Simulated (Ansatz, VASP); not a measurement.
## Two plane-wave programs on TiO2

```xyz
3
Lattice="0.0000 2.3968 2.3968 2.3968 0.0000 2.3968 2.3968 2.3968 0.0000" Properties=species:S:1:pos:R:3 pbc="T T T"
Ti    0.0000    0.0000    0.0000
O     1.1984    1.1984    1.1984
O     3.5952    3.5952    3.5952
```

Alike in both runs: task single point; functional r2SCAN; k mesh 10 × 10 × 10; no spin polarisation.

|  | VASP | Ansatz |
| --- | --- | --- |
| version | VASP 6.6.1 | Ansatz 0.2.0 |
| potentials or method | VASP PAW PBE potentials, release 64 (Ti_sv, O_h) | plane waves, PAW |
| plane-wave cutoff (eV) | 910 | 500 |
| occupations | gaussian, width 0.01 eV | fixed |
| valence electrons in the cell | 24 | 24 |

```csv
,VASP,Ansatz,Ansatz less VASP
gap on the k mesh at the Fermi level (eV),1.55,1.51,-0.042
```

VASP's potentials were made for PBE, not for r2SCAN.

Noted on VASP's run: the cutoff is short for stress, so the pressure is rough.
